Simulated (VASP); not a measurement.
A run of VASP 6.6.1 is set up as follows.

File INCAR:

```
  PREC = Accurate
  ENCUT = 520
  EDIFF = 1E-6
  ISMEAR = 0
  SIGMA = 0.01
  LREAL = F
  LASPH = T
  NELM = 80
  ALGO = Normal
  ISIF = 2
  LWAVE = F
  LCHARG = F
  GGA = PS
  NBANDS = 26
```

Contents of KPOINTS:

```
Automatic mesh
0
Gamma
  6 6 2
```

Contents of POSCAR:

```
ZnS
1.0
    3.8110000000      0.0000000000      0.0000000000
   -1.9055000000      3.3004200000      0.0000000000
    0.0000000000      0.0000000000      6.2340000000
Zn S
2 2
Direct
    0.3284000000      0.6450400000      0.9948116426
    0.6863200000      0.3269600000      0.5040000000
    0.3363300000      0.7101100000      0.3884900000
    0.6780800000      0.3268100000      0.8820700000
```

Potentials or basis: VASP PAW PBE potentials, release 64 (Zn, S).

Command:

```console
$ cat potpaw_PBE.64/Zn/POTCAR potpaw_PBE.64/S/POTCAR > POTCAR
$ mpirun -np 1 vasp_std > vasp.out
```

(1) Estimate the band gap on the k mesh.

(2) Estimate the pressure.

(3) Predict the largest force.

## Answers

(1) 2.04 eV.

(2) 0.0 GPa.

(3) 1.680 eV/Å.

Caveat: the k points lie up to 0.50 Å⁻¹ apart; the PAW data sets were made with another functional, which shifts forces and pressure a little.
